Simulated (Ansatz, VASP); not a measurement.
## Two plane-wave programs on As

```
As
1.0
     3.57162    0.00000    0.00000
    -1.78581    3.15498    0.00000
     0.00000    0.00000   28.57424
As
2
Direct
  0.33388 0.66777 0.47572
  0.66612 0.33223 0.52428
```

Change from the starting cell: strain along y +0.020, atoms relaxed.

Alike in both runs: functional PBE; dispersion D3(BJ); k mesh 9 × 9 × 1; occupations gaussian, width 0.02 eV; no spin polarisation.

Ansatz relaxed the structure, and its values are those at the end. VASP's run is a single point on that final structure, the one shown.

|  | VASP | Ansatz |
| --- | --- | --- |
| version | VASP 6.6.1 | Ansatz 0.2.0 |
| potentials or method | VASP PAW PBE potentials, release 64 (As), cutoff 520 eV | scalar-relativistic, plane waves, PAW |
| valence electrons in the cell | 10 | 30 |

```csv
,VASP,Ansatz,Ansatz less VASP
gap on the k mesh at the Fermi level (eV),1.52,1.52,-0.002
least direct gap on the mesh (eV),1.85,1.86,+0.014
rms of the force components (eV/Å),0.054,0.005,-0.0484
```

VASP's potentials hold 10 valence electrons a cell and Ansatz's 30, so a difference there can come from the potentials and not from the codes. Ansatz's warnings: stress scf threshold loose.
